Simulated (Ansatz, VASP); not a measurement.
**Two plane-wave programs on SnSe2**

Contents of INCAR:

```
ALGO     = Normal         # electronic algorithm
EDIFF    = 1E-6           # SCF threshold, eV
ENCUT    = 520            # plane-wave cutoff, eV
GGA      = PS             # functional
ISIF     = 2              # what is computed and relaxed
ISMEAR   = 0              # smearing method
IVDW     = 12             # dispersion correction
LASPH    = T              # aspherical terms in the spheres
LCHARG   = F              # write CHGCAR
LREAL    = F              # projectors in reciprocal space
LWAVE    = F              # write WAVECAR
NBANDS   = 20             # bands
NELM     = 60             # most SCF steps
PREC     = Accurate       # precision mode
SIGMA    = 0.05           # smearing width, eV
```

The input KPOINTS:

```
k-points
0
Gamma
  12 12 6
```

The input POSCAR:

```
SnSe2
1.0
    3.6585588303      0.0000000000      0.0000000000
   -1.8292794152      3.1684048883      0.0000000000
    0.0000000000      0.0000000000      5.6460400000
Sn Se
1 2
Direct
    0.0000000000      0.0000000000      0.0000000000
    0.3333333333      0.6666666667      0.2500000000
    0.6666666667      0.3333333333      0.7500000000
```

Input for Ansatz:

```yaml
crystal:
  lattice:
    - [3.6585588303, 0.0, 0.0]
    - [-1.8292794152, 3.1684048883, 0.0]
    - [0.0, 0.0, 5.64604]
  atoms:
    - { symbol: Sn, position: [0.0, 0.0, 0.0] }
    - { symbol: Se, position: [0.3333333333, 0.6666666667, 0.25] }
    - { symbol: Se, position: [0.6666666667, 0.3333333333, 0.75] }
basis:
  ecutwfc: 420
kpoints:
  mp_grid: { grid: [12, 12, 6] }
hamiltonian:
  xc: pbesol
  dispersion: d3bj
scf:
  occupations: { method: gaussian, width: 0.05 }
output:
  forces: true
  stress: true
  eigenvalues: true
```

Change from the starting cell: strain -0.040 along x and y, -0.080 along z, atoms carried along.

Alike in both runs: task single point; functional PBEsol; dispersion D3(BJ); k mesh 12 × 12 × 6; occupations gaussian, width 0.05 eV; no spin polarisation.

|  | VASP | Ansatz |
| --- | --- | --- |
| version | VASP 6.6.1 | Ansatz 0.2.0 |
| potentials or method | VASP PAW PBE potentials, release 64 (Sn_d, Se), cutoff 520 eV | scalar-relativistic, plane waves, PAW |
| valence electrons in the cell | 26 | 46 |

|  | VASP | Ansatz | Ansatz less VASP |
| --- | --- | --- | --- |
| gap on the k mesh at the Fermi level (eV) | 0.47 | 0.49 | +0.012 |
| least direct gap on the mesh (eV) | 1.30 | 1.31 | +0.010 |
| pressure (GPa) | 17.4 | 17.2 | -0.27 |
| traceless stress, the component that is largest in VASP (GPa) | 1.98 | 2.00 | +0.017 |
| rms of the force components (eV/Å) | 1.325 | 1.308 | -0.0176 |

VASP's potentials were made for PBE, not for PBEsol. Atom by atom the forces differ by 0.018 eV/Å (rms over components). VASP's potentials hold 26 valence electrons a cell and Ansatz's 46, so a difference there can come from the potentials and not from the codes.
